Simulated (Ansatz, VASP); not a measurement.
**One calculation of GaSb, two programs**

```
Ga Sb
1.0
     0.00000    3.05588    3.05588
     3.05588    0.00000    3.05588
     3.05588    3.05588    0.00000
Ga Sb
1 1
Direct
  0.00000 0.00000 0.00000
  0.25000 0.25000 0.25000
```

Alike in both runs: task single point; functional PBEsol; k mesh 6 × 6 × 6; occupations gaussian, width 0.1 eV; no spin polarisation.

|  | VASP | Ansatz |
| --- | --- | --- |
| version | VASP 6.6.1 | Ansatz 0.2.0 |
| potentials or method | VASP PAW PBE potentials, release 64 (Ga_d, Sb), cutoff 500 eV | scalar-relativistic, plane waves, PAW |
| valence electrons in the cell | 18 | 28 |

```csv
,VASP,Ansatz,Ansatz less VASP
gap on the k mesh at the Fermi level (eV),none,none,-
pressure (GPa),0.2,0.1,-0.08
```

VASP's potentials were made for PBE, not for PBEsol, and Ansatz warns of the same on its side. A gap of «none» marks a metal or a gap that the smearing closes. VASP's potentials hold 18 valence electrons a cell and Ansatz's 28, so a difference there can come from the potentials and not from the codes.

Neither program's run includes spin-orbit coupling.
